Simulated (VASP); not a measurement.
Input of a VASP 6.6.1 run:

INCAR

```
PREC     = Accurate       # precision mode
ENCUT    = 520            # plane-wave cutoff, eV
EDIFF    = 1E-7           # SCF threshold, eV
ISMEAR   = 0              # smearing method
SIGMA    = 0.1            # smearing width, eV
LREAL    = F              # projectors in reciprocal space
LASPH    = T              # aspherical terms in the spheres
NELM     = 60             # most SCF steps
ALGO     = Normal         # electronic algorithm
ISIF     = 2              # what is computed and relaxed
LWAVE    = F              # write WAVECAR
LCHARG   = F              # write CHGCAR
GGA      = PS             # functional
NBANDS   = 22             # bands
```

KPOINTS

```
Automatic mesh
0
Gamma
  6 6 2
```

File POSCAR:

```
Br
1.0
    3.8687916486      0.0000000000      0.0000000000
   -1.9343958243      3.3504718496      0.0000000000
    0.0000000000      0.0000000000     10.5369528640
Br
4
Direct
    0.0000000000      0.0000000000      0.2500000000
    0.0000000000      0.0000000000      0.7500000000
    0.3333333333      0.6666666667      0.7500000000
    0.6666666667      0.3333333333      0.2500000000
```

Potentials or basis: VASP PAW PBE potentials, release 64 (Br).

Command:

```bash
$ cat potpaw_PBE.64/Br/POTCAR > POTCAR
$ mpirun -np 1 vasp_std > vasp.out
```

(1) Estimate the band gap on the k mesh.

(2) Estimate the pressure.

Answers

(1) zero (band 14 reaches 3.65 eV, above the bottom of band 15 at 1.34 eV).

(2) 34.5 GPa.

Caveat: the PAW data sets were made with another functional, which shifts forces and pressure a little; this functional lacks dispersion, which binds the layers, so the pressure and a relaxed spacing across them are unreliable.
